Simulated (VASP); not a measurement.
A run of VASP 6.6.1 is set up as follows.

INCAR

```
ALGO = Normal
EDIFF = 1E-6
EDIFFG = -0.01
ENCUT = 600
GGA = PS
IBRION = 2
ISIF = 4
ISMEAR = 0
LASPH = True
LCHARG = False
LREAL = False
LWAVE = False
NELM = 80
NSW = 50
PREC = Accurate
SIGMA = 0.02
```

KPOINTS

```
k-points
0
Gamma
  12 12 12
```

Contents of POSCAR:

```
MgO2
1.0
    1.5678241584      0.9051836999      3.4224452950
   -1.5678241584      0.9051836999      3.4224452950
    0.0000000000     -1.8103673998      3.4224452950
Mg O
1 2
Direct
    0.0000000000      0.0000000000      0.0000000000
    0.4291433726      0.4291433726      0.4291433726
    0.5708566274      0.5708566274      0.5708566274
```

Potentials or basis: VASP PAW PBE potentials, release 64 (Mg, O).

Run with:

```sh
$ cat potpaw_PBE.64/Mg/POTCAR potpaw_PBE.64/O/POTCAR > POTCAR
$ mpirun -np 1 vasp_std > vasp.out
```

**Question.** Predict the band gap on the k mesh.

**Answer.** 2.48 eV.

Final structure:
```cif
data_structure
_symmetry_space_group_name_H-M 'P 1'
_symmetry_Int_Tables_number 1
_cell_length_a 3.8846
_cell_length_b 3.8846
_cell_length_c 3.8846
_cell_angle_alpha 47.482
_cell_angle_beta 47.482
_cell_angle_gamma 47.482
_cell_volume 29.14
loop_
_atom_site_label
_atom_site_type_symbol
_atom_site_fract_x
_atom_site_fract_y
_atom_site_fract_z
_atom_site_occupancy
Mg1 Mg 0.00000 0.00000 0.00000 1
O1 O 0.42885 0.42885 0.42885 1
O2 O 0.57115 0.57115 0.57115 1
```

 A k mesh can miss the band edges.
